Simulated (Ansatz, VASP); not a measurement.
# Na in VASP and in Ansatz

```xyz
2
Lattice="0.0000 3.7830 3.7830 3.7830 0.0000 3.7830 3.7830 3.7830 0.0000" Properties=species:S:1:pos:R:3 pbc="T T T"
Na   -0.9458   -0.9458   -0.9458
Na    0.9458    0.9458    0.9458
```

Alike in both runs: functional PBE; k mesh 9 × 9 × 9; occupations fermi-dirac, width 0.05 eV; no spin polarisation.

Ansatz relaxed the structure, and its values are those at the end. VASP's run is a single point on that final structure, the one shown.

|  | VASP | Ansatz |
| --- | --- | --- |
| version | VASP 6.6.1 | Ansatz 0.2.0 |
| potentials or method | VASP PAW PBE potentials, release 64 (Na_pv) | PAW with Ansatz's default frozen-core files, scalar-relativistic |
| plane-wave cutoff (eV) | 500 | 420 |
| valence electrons in the cell | 14 | 18 |

```csv
,VASP,Ansatz,Ansatz less VASP
pressure (GPa),0.0,0.0,+0.01
```

VASP's potentials hold 14 valence electrons a cell and Ansatz's 18, so a difference there can come from the potentials and not from the codes.
